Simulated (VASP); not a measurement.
A run of VASP 6.6.1 is set up as follows.

The input POSCAR:

```
Ir
1.0
   -1.5441066769      1.5441066769      1.5441066769
    1.5441066769     -1.5441066769      1.5441066769
    1.5441066769      1.5441066769     -1.5441066769
Ir
1
Direct
    0.0000000000      0.0000000000      0.0000000000
```

The input INCAR.step1:

```
ALGO = Normal ; EDIFF = 1E-5
ENCUT = 620 ; GGA = PE
GGA_COMPAT = F ; ISMEAR = -1
LASPH = T ; LCHARG = F
LREAL = F ; LWAVE = T
NBANDS = 14 ; NELM = 120
PREC = Accurate ; SIGMA = 0.1
```

INCAR.step2

```
ALGO = Normal ; EDIFF = 1E-6
ENCUT = 620 ; GGA_COMPAT = F
ISIF = 2 ; ISMEAR = -1
ISTART = 1 ; LASPH = T
LCHARG = F ; LMIXTAU = T
LREAL = F ; LWAVE = F
METAGGA = R2SCAN ; NBANDS = 14
NELM = 120 ; PREC = Accurate
SIGMA = 0.1
```

File KPOINTS:

```
k-points
0
Gamma
  16 16 16
```

Potentials or basis: VASP PAW PBE potentials, release 64 (Ir_sv_GW).

The run is started by

```console
$ cat potpaw_PBE.64/Ir_sv_GW/POTCAR > POTCAR
$ cp INCAR.step1 INCAR
$ mpirun -np 1 vasp_std > vasp.out
$ cp INCAR.step2 INCAR
$ mpirun -np 1 vasp_std > vasp.out
```

(1) Predict the band gap on the k mesh.

(2) Predict the pressure.

Answers

(1) zero (an odd number of electrons rules out a gap without spin polarisation).

(2) -0.7 GPa.

Caveat: the PAW data sets were made with another functional, which shifts forces and pressure a little; spin-orbit coupling is left out, which moves the levels of the heavy elements.
